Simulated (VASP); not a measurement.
# Re (I4/mmm) in VASP: further runs

Re is run at these levels: PBEsol; tasks: single point.

Program: VASP 6.6.1. These are calculated values, not measurements. Logs are shortened: lines on timing, memory, paths and dates and some standing lists are left out, and cuts for length are marked.

### 1 The cell of the first run

Symmetry: I4/mmm, No. 139, tetragonal system. Conventional cell: a = 2.793 Å, b = 2.793 Å, c = 3.871 Å, α = 90.00°, β = 90.00°, γ = 90.00°. Re (site symmetry 4/mmm) has 12 Re at 2.77 to 2.79 Å within 3.6 Å.

### 2 Single point, PBEsol (strain -0.0200 x Voigt [0, 1, 0, 0, 0, 0])

Input file INCAR:

```
  ALGO = Normal
  EDIFF = 1E-6
  ENCUT = 520
  GGA = PS
  ISIF = 2
  ISMEAR = 0
  LASPH = True
  LCHARG = True
  LELF = True
  LREAL = False
  LVHAR = True
  LWAVE = False
  NBANDS = 10
  NELM = 80
  PREC = Accurate
  SIGMA = 0.15
```

Input file KPOINTS:

```
k-points
0
Gamma
  20 20 20
```

Input file POSCAR:

```
Re
1.0
    0.0000000000      1.9355000000      1.9750000000
    1.9750000000      0.0000000000      1.9750000000
    1.9750000000      1.9355000000      0.0000000000
Re
1
Direct
    0.0000000000      0.0000000000      0.0000000000
```

Potentials or basis: VASP PAW PBE potentials, release 64 (Re).

Launch:

```sh
cat potpaw_PBE.64/Re/POTCAR > POTCAR
mpirun -np 1 vasp_std > vasp.out
```

OUTCAR:

```text
EDIFF = 1E-6
   ENCUT = 520
   GGA = PS
   ISIF = 2
   ISMEAR = 0
   LASPH = True
   LREAL = False
   NELM = 80
   PREC = Accurate

 ion  position               nearest neighbor table
   1  0.000  0.000  0.000-

  LATTYP: Found a body centered tetragonal cell.
 ALAT       =     2.7930717857
 C/A-ratio  =     1.3859292911

  Lattice vectors:

 A1 = (   0.0000000000,  -1.9355000000,   1.9750000000)
 A2 = (   0.0000000000,  -1.9355000000,  -1.9750000000)
 A3 = (   1.9750000000,   1.9355000000,   0.0000000000)

Analysis of symmetry for initial positions (statically):
=====================================================================
 Subroutine PRICEL returns:
 Original cell was already a primitive cell.

 Routine SETGRP: Setting up the symmetry group for a
 body centered tetragonal supercell.

 Subroutine GETGRP returns: Found 16 space group operations
 (whereof 16 operations were pure point group operations)
 out of a pool of 16 trial point group operations.

The static configuration has the point symmetry D_4h.

Analysis of symmetry for dynamics (positions and initial velocities):
=====================================================================
 Subroutine PRICEL returns:
 Original cell was already a primitive cell.

 Routine SETGRP: Setting up the symmetry group for a
 body centered tetragonal supercell.

 Subroutine GETGRP returns: Found 16 space group operations
 (whereof 16 operations were pure point group operations)
 out of a pool of 16 trial point group operations.

The dynamic configuration has the point symmetry D_4h.

 Subroutine INISYM returns: Found 16 space group operations
 (whereof 16 operations are pure point group operations),
 and found     1 'primitive' translations

----------------------------------------------------------------------------------------

                                     Primitive cell

  volume of cell :      15.0993

  direct lattice vectors                    reciprocal lattice vectors
     0.000000000  1.935500000  1.975000000    -0.253164557  0.258331181  0.253164557
     1.975000000  0.000000000  1.975000000     0.253164557 -0.258331181  0.253164557
     1.975000000  1.935500000  0.000000000     0.253164557  0.258331181 -0.253164557

  length of vectors
     2.765282128  2.793071786  2.765282128     0.441496981  0.441496981  0.441496981

  position of ions in fractional coordinates (direct lattice)
     0.000000000  0.000000000  0.000000000

  ion indices of the primitive-cell ions
   primitive index   ion index
                 1           1

----------------------------------------------------------------------------------------

 KPOINTS: k-points

Automatic generation of k-mesh.
 Grid dimensions read from file:
 generate k-points for:   20   20   20

 Generating k-lattice:

  Cartesian coordinates                     Fractional coordinates (reciprocal lattice)
    -0.012658228  0.012916559  0.012658228     0.050000000  0.000000000  0.000000000
     0.012658228 -0.012916559  0.012658228     0.000000000  0.050000000  0.000000000
     0.012658228  0.012916559 -0.012658228     0.000000000  0.000000000  0.050000000

  Length of vectors
     0.022074849  0.022074849  0.022074849

  Shift w.r.t. Gamma in fractional coordinates (k-lattice)
     0.000000000  0.000000000  0.000000000

 Subroutine IBZKPT returns following result:
 ===========================================

 Found    641 irreducible k-points:

 Following reciprocal coordinates:
            Coordinates               Weight
  0.000000  0.000000  0.000000      1.000000
  0.050000  0.000000 -0.000000      8.000000
  0.100000  0.000000 -0.000000      8.000000
  0.150000  0.000000  0.000000      8.000000
  0.200000  0.000000 -0.000000      8.000000
  0.250000  0.000000 -0.000000      8.000000
[... 16 lines left out ...]
 -0.400000  0.050000  0.000000     16.000000
 -0.350000  0.050000  0.000000     16.000000
 [... further k-points ...]
   k-points           NKPTS =    641   k-points in BZ     NKDIM =    641   number of bands    NBANDS=     10
   number of dos      NEDOS =    301   number of ions     NIONS =      1
   total plane-waves  NPLWV =  13824
   dimension x,y,z NGX =    24 NGY =   24 NGZ =   24
   dimension x,y,z NGXF=    48 NGYF=   48 NGZF=   48
   ions per type =               1
   NGX,Y,Z   is equivalent  to a cutoff of  14.43, 14.28, 14.43 a.u.
   NGXF,Y,Z  is equivalent  to a cutoff of  28.86, 28.57, 28.86 a.u.
 SYSTEM =  unknown system
   PREC   = accura    normal or accurate (medium, high low for compatibility)
   ISTART =      0    job   : 0-new  1-cont  2-samecut
   ICHARG =      2    charge: 1-file 2-atom 10-const
   ISPIN  =      1    spin polarized calculation?
   LNONCOLLINEAR =      F non collinear calculations
   LSORBIT =      F    spin-orbit coupling
   LASPH  =      T    aspherical Exc in radial PAW
   ENCUT  =  520.0 eV  38.22 Ry    6.18 a.u.   5.14  5.19  5.14*2*pi/ulx,y,z
[... 62 lines left out ...]
      4       6.0080      2.00000
      5       8.6868      0.00000
      6       9.0693      0.00000
      7      21.6012      0.00000
      8      26.8510      0.00000
      9      26.8510      0.00000
     10      27.5412      0.00000

 k-point     2 :       0.0500    0.0000   -0.0000
  band No.  band energies     occupation
      1      -2.2008      2.00000
      2       5.6849      2.00000
      3       5.7798      2.00000
      4       6.0254      2.00000
      5       8.6480      0.00000
      6       9.0215      0.00000
      7      21.8226      0.00000
      8      26.3949      0.00000
      9      27.0551      0.00000
     10      27.5777      0.00000

 k-point     3 :       0.1000    0.0000   -0.0000
  band No.  band energies     occupation
      1      -1.8696      2.00000
      2       5.5143      2.00000
      3       5.9220      2.00000
      4       6.1350      2.00000
      5       8.5597      0.00000
      6       8.9041      0.00000
      7      22.4377      0.00000
      8      25.2507      0.00000
      9      27.6519      0.00000
     10      28.1256      0.00000

 k-point     4 :       0.1500    0.0000    0.0000
  band No.  band energies     occupation
      1      -1.3520      2.00000
      2       5.2629      2.00000
      3       6.0911      2.00000
      4       6.3072      2.00000
      5       8.5072      0.00000
      6       8.7960      0.00000
      7      23.1526      0.00000
      8      24.2080      0.00000
      9      28.5995      0.00000
     10      29.0763      0.00000

 k-point     5 :       0.2000    0.0000   -0.0000
  band No.  band energies     occupation
      1      -0.7099      2.00000
      2       5.0476      2.00000
      3       6.1840      2.00000
      4       6.4309      2.00000
      5       8.6195      0.00000
      6       8.8222      0.00000
      7      22.5432      0.00000
      8      24.6298      0.00000
      9      29.8353      0.00000
     10      30.3209      0.00000

 k-point     6 :       0.2500    0.0000   -0.0000
  band No.  band energies     occupation
      1      -0.0491      2.00000
      2       5.0018      2.00000
      3       6.1310      2.00000
      4       6.4142      2.00000
      5       8.9800      0.00000
      6       9.0861      0.00000
      7      21.4947      0.00000
      8      25.1011      0.00000
      9      31.4607      0.00000
     10      31.7501      0.00000
[... 183 lines left out ...]
 k-point    21 :       0.5000    0.0500   -0.0000
  band No.  band energies     occupation
      1       1.0570      2.00000
      2       5.3811      2.00000
      3       5.8241      2.00000
      4       7.5811      1.63555
      5      11.2946      0.00000
      6      11.6384      0.00000
      7      17.2167      0.00000
      8      21.3127      0.00000
      9      27.3326      0.00000
     10      27.6064      0.00000

 k-point    22 :      -0.4500    0.0500    0.0000
  band No.  band energies     occupation
      1       1.0576      2.00000
      2       5.4071      2.00000
      3       5.8287      2.00000
      4       7.4796      1.93774
      5      11.0987      0.00000
      6      11.7187      0.00000
      7      17.3512      0.00000
      8      21.3825      0.00000
      9      27.2233      0.00000
     10      27.9134      0.00000

 k-point    23 :      -0.4000    0.0500    0.0000
  band No.  band energies     occupation
      1       1.0441      2.00000
      2       5.5095      2.00000
      3       5.9115      2.00000
      4       6.8466      2.00000
      5      10.6357      0.00000
      6      11.4439      0.00000
      7      18.1583      0.00000
      8      21.8697      0.00000
      9      27.6697      0.00000
     10      28.8686      0.00000

 k-point    24 :      -0.3500    0.0500    0.0000
  band No.  band energies     occupation
      1       0.9640      2.00000
      2       5.6749      2.00000
      3       6.0112      2.00000
      4       6.0639      2.00000
      5      10.0140      0.00000
      6      10.9223      0.00000
      7      19.2247      0.00000
      8      22.8246      0.00000
      9      28.6069      0.00000
     10      30.3205      0.00000

 [... further k-points ...]

------------------------ aborting loop because EDIFF is reached ----------------------------------------

  FORCE on cell =-STRESS in cart. coord.  units (eV):
  Direction    XX          YY          ZZ          XY          YZ          ZX
  --------------------------------------------------------------------------------------
  -------------------------------------------------------------------------------------
  Total       -1.3372669     -0.8168710     -1.3372669      0.0000000      0.0000000      0.0000000
  in kB     -141.8963727    -86.6775592   -141.8963727      0.0000000      0.0000000      0.0000000
  external PRESSURE =    -123.4901015 kB  Pullay stress =       0.0000000 kB

 VOLUME and BASIS-vectors are now :
 -----------------------------------------------------------------------------
  energy-cutoff  :      520.00
  volume of cell :       15.10
      direct lattice vectors                 reciprocal lattice vectors
     0.000000000  1.935500000  1.975000000    -0.253164557  0.258331181  0.253164557
     1.975000000  0.000000000  1.975000000     0.253164557 -0.258331181  0.253164557
     1.975000000  1.935500000  0.000000000     0.253164557  0.258331181 -0.253164557

 POSITION                                       TOTAL-FORCE (eV/Angst)
 -----------------------------------------------------------------------------------
      0.00000      0.00000      0.00000         0.000000      0.000000      0.000000
 -----------------------------------------------------------------------------------
    total drift:                                0.000000     -0.000000     -0.000000

  FREE ENERGIE OF THE ION-ELECTRON SYSTEM (eV)
  ---------------------------------------------------
  free  energy   TOTEN  =       -13.2844119516 eV

  energy  without entropy=      -13.2746981070  energy(sigma->0) =      -13.27955503
```

It took 2.3 min on 1 thread of Intel Xeon 8259CL, shared host; peak memory 0.23 GiB.

Results:

```
Free energy            : -13.2844 eV
Pressure               : -12.3 GPa
Band gap on the k mesh : zero (an odd number of electrons rules out a gap without spin polarisation)
```

Levels at points of the mesh, in eV from the Fermi level:
| k point | band 1 | band 2 | band 3 | band 4 | band 5 | band 6 | band 7 | band 8 |
| --- | --- | --- | --- | --- | --- | --- | --- | --- |
| (0.00, 0.00, 0.00) | -9.99 | -1.95 | -1.95 | -1.67 | 1.01 | 1.39 | 13.92 | 19.17 |
| (0.50, 0.00, 0.00) | -6.72 | -2.21 | -1.91 | 0.16 | 3.58 | 3.76 | 9.57 | 13.39 |
| (0.50, 0.50, 0.00) | -6.64 | -5.76 | 2.54 | 3.61 | 4.24 | 4.53 | 12.03 | 12.32 |
| (0.50, 0.00, 0.50) | -6.62 | -5.80 | 2.97 | 3.60 | 4.40 | 4.40 | 11.83 | 11.83 |

Caveat: the cell differs from its parent crystal (strain -0.0200 x Voigt [0, 1, 0, 0, 0, 0]); the stress differs along the axes, from -14 to -9 GPa; the PAW data sets were made with another functional, which shifts forces and pressure a little; spin-orbit coupling is left out, which moves the levels of the heavy elements.

### 3 Single point, PBEsol (strain -0.0150 x Voigt [0, 1, 0, 0, 0, 0])

Input file INCAR:

```
SYSTEM = Re
PREC = Accurate
ENCUT = 520
EDIFF = 1E-7
ISMEAR = 0
SIGMA = 0.15
LREAL = .False.
LASPH = .True.
NELM = 80
ALGO = Fast
ISIF = 2
LWAVE = .False.
LCHARG = .True.
GGA = PS
LELF = .True.
LVHAR = .True.
NBANDS = 10
```

Input file KPOINTS:

```
Automatic mesh
0
Gamma
  20 20 20
  0 0 0
```

Input file POSCAR:

```
Re
1.0
    0.0000000000      1.9453750000      1.9750000000
    1.9750000000      0.0000000000      1.9750000000
    1.9750000000      1.9453750000      0.0000000000
Re
1
Direct
    0.0000000000      0.0000000000      0.0000000000
```

Potentials or basis: VASP PAW PBE potentials, release 64 (Re).

Launch:

```sh
cat potpaw_PBE.64/Re/POTCAR > POTCAR
mpirun -np 1 vasp_std > vasp.out
```

Wall time 2.9 min (1 thread of Intel Xeon 8259CL, shared host); peak memory 0.23 GiB.

The run converged. Its results:

| Quantity | Value |
| --- | --- |
| Free energy | -13.2797 eV |
| Pressure | -14.1 GPa |
| Band gap on the k mesh | zero (an odd number of electrons rules out a gap without spin polarisation) |

Stress tensor (GPa, compression positive):
```
-15.46   0.00   0.00
  0.00 -11.37   0.00
  0.00   0.00 -15.46
```

Levels at points of the mesh, in eV from the Fermi level:
| k point | band 1 | band 2 | band 3 | band 4 | band 5 | band 6 | band 7 | band 8 | band 9 |
| --- | --- | --- | --- | --- | --- | --- | --- | --- | --- |
| (0.00, 0.00, 0.00) | -9.95 | -1.91 | -1.91 | -1.70 | 1.05 | 1.34 | 13.92 | 19.20 | 19.20 |
| (0.50, 0.00, 0.00) | -6.68 | -2.16 | -1.93 | 0.16 | 3.57 | 3.71 | 9.50 | 13.39 | 19.65 |
| (0.50, 0.50, 0.00) | -6.59 | -5.72 | 2.56 | 3.59 | 4.24 | 4.46 | 12.00 | 12.21 | 12.31 |
| (0.50, 0.00, 0.50) | -6.58 | -5.75 | 2.87 | 3.57 | 4.37 | 4.37 | 11.85 | 11.85 | 12.69 |

Caveat: the cell differs from its parent crystal (strain -0.0150 x Voigt [0, 1, 0, 0, 0, 0]); the cell stands under tension; the PAW data sets were made with another functional, which shifts forces and pressure a little; spin-orbit coupling is left out, which moves the levels of the heavy elements.

### 4 Single point, PBEsol (strain -0.0050 x Voigt [0, 1, 0, 0, 0, 0])

Input file INCAR:

```
  PREC = Accurate
  ENCUT = 520
  EDIFF = 1E-6
  ISMEAR = 0
  SIGMA = 0.15
  LREAL = False
  LASPH = True
  NELM = 100
  ALGO = Normal
  ISIF = 2
  LWAVE = False
  LCHARG = False
  GGA = PS
  NBANDS = 10
```

Input file KPOINTS:

```
regular mesh
0
Gamma
  20 20 20
```

Input file POSCAR:

```
Re
1.0
    0.0000000000      1.9651250000      1.9750000000
    1.9750000000      0.0000000000      1.9750000000
    1.9750000000      1.9651250000      0.0000000000
Re
1
Direct
    0.0000000000      0.0000000000      0.0000000000
```

Launch:

```sh
cat potpaw_PBE.64/Re/POTCAR > POTCAR
mpirun -np 1 vasp_std > vasp.out
```

Wall time 1.9 min (1 thread of Intel Xeon 8259CL, shared host); peak memory 0.23 GiB.

It converged, with:

```yaml
Free_energy: -13.2664 eV
Pressure: -17.4 GPa
Band_gap_on_the_k_mesh: zero (an odd number of electrons rules out a gap without spin polarisation)
```

Stress tensor (GPa, compression positive):
```
-17.85   0.00   0.00
  0.00 -16.51   0.00
  0.00   0.00 -17.85
```

Levels at points of the mesh, in eV from the Fermi level:
```csv
k point,band 2,band 3,band 4,band 5,band 6,band 7
"(0.00, 0.00, 0.00)",-1.84,-1.84,-1.77,1.13,1.22,13.90
"(0.50, 0.00, 0.00)",-2.05,-1.98,0.15,3.56,3.61,9.36
"(0.50, 0.50, 0.00)",-5.65,2.59,3.53,4.25,4.32,11.93
"(0.50, 0.00, 0.50)",-5.65,2.69,3.52,4.29,4.29,11.88
```

Caveat: the cell differs from its parent crystal (strain -0.0050 x Voigt [0, 1, 0, 0, 0, 0]); the cell stands under tension; the PAW data sets were made with another functional, which shifts forces and pressure a little; spin-orbit coupling is left out, which moves the levels of the heavy elements.

### 5 Single point, PBEsol (strain +0.0050 x Voigt [0, 1, 0, 0, 0, 0])

Input file INCAR:

```
PREC     = Accurate       # precision mode
ENCUT    = 520            # plane-wave cutoff, eV
EDIFF    = 1E-6           # SCF threshold, eV
ISMEAR   = 0              # smearing method
SIGMA    = 0.15           # smearing width, eV
LREAL    = False          # projectors in reciprocal space
LASPH    = True           # aspherical terms in the spheres
NELM     = 60             # most SCF steps
ALGO     = Fast           # electronic algorithm
ISIF     = 2              # what is computed and relaxed
LWAVE    = False          # write WAVECAR
LCHARG   = True           # write CHGCAR
GGA      = PS             # functional
LELF     = True           # ELF
LVHAR    = True         
NBANDS   = 10             # bands
```

KPOINTS is that of step 4.

Input file POSCAR:

```
Re
1.0
    0.0000000000      1.9848750000      1.9750000000
    1.9750000000      0.0000000000      1.9750000000
    1.9750000000      1.9848750000      0.0000000000
Re
1
Direct
    0.0000000000      0.0000000000      0.0000000000
```

Launch:

```sh
cat potpaw_PBE.64/Re/POTCAR > POTCAR
mpirun -np 1 vasp_std > vasp.out
```

It took 2.4 min on 1 thread of Intel Xeon 8259CL, shared host; peak memory 0.23 GiB.

The run converged. Its results:

* Free energy: -13.2482 eV
* Pressure: -20.6 GPa
* Band gap on the k mesh: zero (an odd number of electrons rules out a gap without spin polarisation)

Stress tensor (GPa, compression positive):
```
-20.12   0.00   0.00
  0.00 -21.45   0.00
  0.00   0.00 -20.12
```

Levels at points of the mesh, in eV from the Fermi level:
```
           k point  band 2  band 3  band 4  band 5  band 6  band 7
(0.00, 0.00, 0.00)   -1.84   -1.77   -1.77    1.11    1.20   13.89
(0.50, 0.00, 0.00)   -2.02   -1.95    0.13    3.51    3.55    9.22
(0.50, 0.50, 0.00)   -5.57    2.62    3.47    4.19    4.26   11.80
(0.50, 0.00, 0.50)   -5.56    2.52    3.48    4.22    4.22   11.91
```

Caveat: the cell differs from its parent crystal (strain +0.0050 x Voigt [0, 1, 0, 0, 0, 0]); the cell stands under tension; the PAW data sets were made with another functional, which shifts forces and pressure a little; spin-orbit coupling is left out, which moves the levels of the heavy elements.

### 6 The runs side by side

```csv
cell,gap on the mesh (eV),pressure (GPa)
"a = 2.765, b = 2.793 Å, angles 59.7, 60.7, 59.7°, 1 atom",none,-12.3
"a = 2.772, b = 2.793 Å, angles 59.8, 60.5, 59.8°, 1 atom",none,-14.1
"a = 2.786, b = 2.793 Å, angles 59.9, 60.2, 59.9°, 1 atom",none,-17.4
"a = 2.800, b = 2.793 Å, angles 60.1, 59.8, 60.1°, 1 atom",none,-20.6
```

Alike in all rows: task single point; level PBEsol; potentials or basis VASP PAW PBE potentials, release 64 (Re); no spin polarisation; k mesh 20 × 20 × 20; cutoff (eV) 520; smearing gaussian 0.15 eV.

Caveats: the PAW data sets were made with another functional, which shifts forces and pressure a little; spin-orbit coupling is left out, which moves the levels of the heavy elements; the cell stands under tension (at least some runs); the stress differs along the axes, from -14 to -9 GPa (at least some runs).

Total energies depend on the potentials used, so only differences within one code and one set of settings carry meaning.
